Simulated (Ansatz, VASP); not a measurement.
Two plane-wave programs on Cu

```
Cu
1.0
     0.00000    1.87346    1.87346
     1.87346    0.00000    1.87346
     1.87346    1.87346    0.00000
Cu
1
Direct
  0.00000 0.00000 0.00000
```

Alike in both runs: task single point; functional PBE; k mesh 20 × 20 × 20; occupations gaussian, width 0.1 eV; no spin polarisation.

```csv
,VASP,Ansatz
version,VASP 6.6.1,Ansatz 0.2.0
potentials or method,"VASP PAW PBE potentials, release 64 (Cu), cutoff 520 eV","scalar-relativistic, plane waves, PAW"
valence electrons in the cell,11,19
```

Ansatz gave:

- gap on the k mesh at the Fermi level (eV): none
- pressure (GPa): -10.5

Task: Estimate VASP's values.

Result: gap on the k mesh at the Fermi level (eV): none; pressure (GPa): -9.5.

A gap of «none» marks a metal or a gap that the smearing closes. VASP's potentials hold 11 valence electrons a cell and Ansatz's 19, so a difference there can come from the potentials and not from the codes.
